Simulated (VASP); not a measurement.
# LiPb2N3 (P1) in VASP: single point with PBEsol

Aim: the single point of LiPb2N3 with PBEsol.

All numbers are computed with VASP 6.6.1; they aren't measurements. Logs are shortened: lines on timing, memory, paths and dates and some standing lists are left out, and cuts for length are marked.

## 1. The cell of the first run

The typed cell holds 6 atoms: a = 6.379 Å, b = 5.533 Å, c = 3.387 Å, α = 86.38°, β = 63.20°, γ = 114.81°.

## 2. Single point, PBEsol

File INCAR:

```
SYSTEM = LiPb2N3
PREC = Accurate
ENCUT = 520
EDIFF = 1E-6
ISMEAR = -1
SIGMA = 0.05
LREAL = .False.
LASPH = .True.
NELM = 80
ALGO = Normal
ISIF = 2
LWAVE = .False.
LCHARG = .False.
GGA = PS
NBANDS = 32
```

File KPOINTS:

```
regular mesh
0
Gamma
  4 4 6
  0 0 0
```

File POSCAR:

```
LiPb2N3
1.0
    3.4275588973     -5.1973700697      1.3914952631
    2.8050114271      4.7636757999      0.2401909478
    0.8744044103     -0.4297309126      3.2442653897
Li Pb N
1 2 3
Direct
   -0.1583955232     -0.1676098580      0.8667942879
    0.5433646415      0.2070899348      0.5154660446
    0.1767809001      0.5448451147      0.3741547361
    0.7847623231      0.1555427374     -0.2036021799
    0.1568414262      0.7916067257     -0.1353622234
    0.5052677220      0.4616436738      0.0443752694
```

Potentials or basis: VASP PAW PBE potentials, release 64 (Li_sv, Pb_d, N).

Run with:

```
> cat potpaw_PBE.64/Li_sv/POTCAR potpaw_PBE.64/Pb_d/POTCAR potpaw_PBE.64/N/POTCAR > POTCAR
> mpirun -np 1 vasp_std > vasp.out
```

OUTCAR:

```text
SYSTEM = LiPb2N3
   PREC = Accurate
   ENCUT = 520
   EDIFF = 1E-6
   ISMEAR = -1
   LREAL = .False.
   LASPH = .True.
   NELM = 80
   ISIF = 2
   GGA = PS

 ion  position               nearest neighbor table
   1  0.842  0.832  0.867-   4 1.99   6 2.04   5 2.11   3 3.14   2 3.19   3 3.30
   2  0.543  0.207  0.515-   6 2.22   4 2.24   5 2.24   4 2.34   6 2.34   1 3.19   3 3.44   3 3.56
                             3 3.63   3 3.66   3 3.71   3 3.96
   3  0.177  0.545  0.374-   6 2.15   4 2.19   5 2.21   5 2.21   1 3.14   1 3.30   2 3.44   2 3.56
                             2 3.63   2 3.66   2 3.71   2 3.96
   4  0.785  0.156  0.796-   1 1.99   3 2.19   2 2.24   2 2.34
   5  0.157  0.792  0.865-   1 2.11   3 2.21   3 2.21   2 2.24
   6  0.505  0.462  0.044-   1 2.04   3 2.15   2 2.22   2 2.34

  LATTYP: Found a triclinic cell.
 ALAT       =     6.3794258913
 B/A-ratio  =     1.6008229183
 C/A-ratio  =     0.8673803193
 COS(alpha) =     0.0033005488
 COS(beta)  =     0.4195491790
 COS(gamma) =     0.8724519572

  Lattice vectors:

 A1 = (  -3.4275588973,   5.1973700697,  -1.3914952631)
 A2 = (  -8.7857248114,   5.2013334269,   0.2210839157)
 A3 = (   2.8050114271,   4.7636757999,   0.2401909478)

Analysis of symmetry for initial positions (statically):
=====================================================================
 Subroutine PRICEL returns:
 Original cell was already a primitive cell.

 Routine SETGRP: Setting up the symmetry group for a
 triclinic supercell.

 Subroutine GETGRP returns: Found  1 space group operations
 (whereof  1 operations were pure point group operations)
 out of a pool of  2 trial point group operations.

The static configuration has the point symmetry C_1 .

Analysis of symmetry for dynamics (positions and initial velocities):
=====================================================================
 Subroutine PRICEL returns:
 Original cell was already a primitive cell.

 Routine SETGRP: Setting up the symmetry group for a
 triclinic supercell.

 Subroutine GETGRP returns: Found  1 space group operations
 (whereof  1 operations were pure point group operations)
 out of a pool of  2 trial point group operations.

The dynamic configuration has the point symmetry C_1 .

 Subroutine INISYM returns: Found  1 space group operations
 (whereof  1 operations are pure point group operations),
 and found     1 'primitive' translations

----------------------------------------------------------------------------------------

[... 97 lines left out ...]
   LASPH  =      T    aspherical Exc in radial PAW
   ENCUT  =  520.0 eV  38.22 Ry    6.18 a.u.  11.86 10.29  6.30*2*pi/ulx,y,z
   NELM   =     80;   NELMIN=  2; NELMDL= -5     # of ELM steps
   EDIFF  = 0.1E-05   stopping-criterion for ELM
   LREAL  =      F    real-space projection
   EDIFFG = 0.1E-04   stopping-criterion for IOM
   NSW    =      0    number of steps for IOM
   IBRION =     -1    ionic relax: 0-MD 1-quasi-New 2-CG
   NFREE  =      0    steps in history (QN), initial steepest desc. (CG)
   ISIF   =      2    stress and relaxation
   ISYM   =      2    0-nonsym 1-usesym 2-fastsym
   POTIM  = 0.5000    time-step for ionic-motion
   TEBEG  =    0.0;   TEEND  =   0.0 temperature during run
   PSTRESS=    0.0 pullay stress
   NELECT =      46.0000    total number of electrons
   NUPDOWN=      -1.0000    fix difference up-down
   EMIN   =  10.00;   EMAX   =-10.00  energy-range for DOS
   EFERMI =   0.00;   METHOD = LEGACY
   ISMEAR =    -1;   SIGMA  =   0.05  broadening in eV -4-tet -1-fermi 0-gaus
   EFERMI_NEDOS =   21; number of points for ismear=-14 and -15
   IALGO  =     38    algorithm
   IMIX   =      4    mixing-type and parameters
     AMIX     =   0.40;   BMIX     =  1.00
     AMIX_MAG =   1.60;   BMIX_MAG =  1.00
  volume/ion in A,a.u.               =      15.34       103.54
  Fermi-wavevector in a.u.,A,eV,Ry     =   1.299095  2.454934 22.961847  1.687648
  Thomas-Fermi vector in A             =   2.430381
   LORBIT       =      0    0 simple, 1 ext, 2 COOP (PROOUT), +10 PAW based schemes
   GGA     = PS    functional components
   LHFCALC =     F    Hartree Fock is set to
   AEXX    =    0.0000 exact exchange contribution
   IVDW    =     0    specifies the selected vdW correction
   LEPSILON=     F    determine dielectric tensor
   LRPA    =     F    only Hartree local field effects (RPA)
 non-spin polarized calculation
  energy-cutoff  :      520.00
  volume of cell :       92.06
 maximum number of plane-waves:      2494
   NGX = 23   NGY = 21   NGZ = 13

 number of electron      46.0000001 magnetization

 Free energy of the ion-electron system (eV)
  ---------------------------------------------------
  ext. energy  EPLUGINS =         0.00000000
  ---------------------------------------------------
  free energy    TOTEN  =       -32.46293942 eV

  energy without entropy =      -32.45945189  energy(sigma->0) =      -32.46119565

 E-fermi :   5.2213     XC(G=0): -10.3774

 val. band max:        5.1762381494   @ k =   0.0000   0.0000   0.0000
 cond. band min:       5.7756010851   @ k =  -0.2500   0.2500   0.0000
 fundamental gap:      0.5993629356
 Fermi energy:         5.2213432282

 k-point     1 :       0.0000    0.0000    0.0000
  band No.  band energies     occupation
      1     -38.2403      2.00000
      2     -11.8505      2.00000
      3     -11.4551      2.00000
      4     -11.2359      2.00000
      5     -11.0921      2.00000
      6     -11.0504      2.00000
[... 829 lines left out ...]
     31      13.4167      0.00000
     32      13.6432      0.00000

 [... further k-points ...]
[... 5 lines left out ...]
  --------------------------------------------------------------------------------------
  -------------------------------------------------------------------------------------
  Total        0.0389053      0.0630816      0.0232144     -0.0011180     -0.0118282      0.0022485
  in kB        0.6771105      1.0978780      0.4040252     -0.0194577     -0.2058587      0.0391339
  external PRESSURE =       0.7263379 kB  Pullay stress =       0.0000000 kB

 VOLUME and BASIS-vectors are now :
 -----------------------------------------------------------------------------
  energy-cutoff  :      520.00
  volume of cell :       92.06
      direct lattice vectors                 reciprocal lattice vectors
     3.427558897 -5.197370070  1.391495263     0.169001282 -0.096571941 -0.058341533
     2.805011427  4.763675800  0.240190948     0.176668586  0.107575966 -0.033366898
     0.874404410 -0.429730913  3.244265390    -0.085565959  0.033456149  0.335729745

 POSITION                                       TOTAL-FORCE (eV/Angst)
 -----------------------------------------------------------------------------------
      5.97744     -0.78138      4.18313         0.005330     -0.009976     -0.000623
      2.89403     -2.05907      2.47814        -0.001045     -0.000966      0.002329
      2.46139      1.51588      1.59071         0.000960     -0.000347     -0.002313
      3.82249     -3.67998      3.71308        -0.001974      0.003117     -0.001252
      3.51409      2.58423      3.21350         0.000228      0.004793      0.004724
      3.06555     -0.44601      0.95793        -0.003499      0.003380     -0.002865
 -----------------------------------------------------------------------------------
    total drift:                               -0.000294      0.000195      0.000035

  FREE ENERGIE OF THE ION-ELECTRON SYSTEM (eV)
  ---------------------------------------------------
  free  energy   TOTEN  =       -32.4629394169 eV

  energy  without entropy=      -32.4594518865  energy(sigma->0) =      -32.46119565
```

OSZICAR:

```text
N       E                     dE             d eps       ncg     rms          rms(c)
DAV:   1     0.532409790199E+03    0.53241E+03   -0.22180E+04  3328   0.170E+03
DAV:   2     0.332361628402E+02   -0.49917E+03   -0.47095E+03  3552   0.466E+02
DAV:   3    -0.341556476099E+02   -0.67392E+02   -0.65266E+02  5304   0.180E+02
DAV:   4    -0.374058436908E+02   -0.32502E+01   -0.32276E+01  4696   0.380E+01
DAV:   5    -0.377468524340E+02   -0.34101E+00   -0.34081E+00  5944   0.889E+00    0.118E+01
DAV:   6    -0.324314690297E+02    0.53154E+01   -0.15364E+01  5744   0.537E+01    0.390E+00
DAV:   7    -0.325360405159E+02   -0.10457E+00   -0.26351E+00  3496   0.948E+00    0.294E+00
DAV:   8    -0.324824657786E+02    0.53575E-01   -0.38540E-01  5392   0.530E+00    0.956E-01
DAV:   9    -0.324709801955E+02    0.11486E-01   -0.77866E-02  5288   0.211E+00    0.755E-01
DAV:  10    -0.324621164179E+02    0.88638E-02   -0.34464E-02  5192   0.157E+00    0.215E-01
DAV:  11    -0.324627328384E+02   -0.61642E-03   -0.47445E-03  3840   0.400E-01    0.839E-02
DAV:  12    -0.324629288698E+02   -0.19603E-03   -0.49701E-04  4816   0.157E-01    0.381E-02
DAV:  13    -0.324629312973E+02   -0.24276E-05   -0.77422E-05  4640   0.612E-02    0.203E-02
DAV:  14    -0.324629381935E+02   -0.68961E-05   -0.16994E-05  3464   0.292E-02    0.101E-02
DAV:  15    -0.324629394636E+02   -0.12701E-05   -0.55205E-06  3960   0.193E-02    0.422E-03
DAV:  16    -0.324629394169E+02    0.46688E-07   -0.79042E-07  2504   0.706E-03
   1 F= -.32462939E+02 E0= -.32461196E+02  d E =-.348753E-02
```

stdout:

```text
POSCAR found type information on POSCAR LiPbN
 POSCAR found :  3 types and       6 ions
 scaLAPACK will be used
 -----------------------------------------------------------------------------
|                                                                             |
|                                                                             |
|     You enforced a specific xc type in the INCAR file but a different       |
|     I HOPE YOU KNOW WHAT YOU ARE DOING!                                     |
|                                                                             |
 -----------------------------------------------------------------------------

 LDA part: xc-table for (Slater+PW92), standard interpolation
 POSCAR, INCAR and KPOINTS ok, starting setup
 FFT: planning ... GRIDC
 FFT: planning ... GRID_SOFT
 FFT: planning ... GRID
 WAVECAR not read
 entering main loop
```

It took 86 s on 1 thread of Intel Xeon 6975P-C (Granite Rapids), shared host; peak memory 0.3 GiB.

Results:

```
Free energy            : -32.4629 eV
Largest force          : 0.011 eV/Å
Band gap on the k mesh : 0.06 eV (least direct gap 0.21 eV)
```

Forces on the atoms (eV/Å):
```
Li   0.005 -0.010 -0.001
Pb  -0.001 -0.001  0.002
Pb   0.001  0.000 -0.002
N   -0.002  0.003 -0.001
N    0.000  0.005  0.005
N   -0.003  0.003 -0.003
```

Caveat: the cutoff is under 1.25 times the usual one of these potentials, so pressure, stress and relaxed cells hold a basis-set (Pulay) error; the smearing spreads over this small gap; the PAW data sets were made with another functional, which shifts forces and pressure a little; spin-orbit coupling is left out, which moves the levels of the heavy elements.

The gap in the log of VASP goes by the Fermi energy; the results here count the filled bands.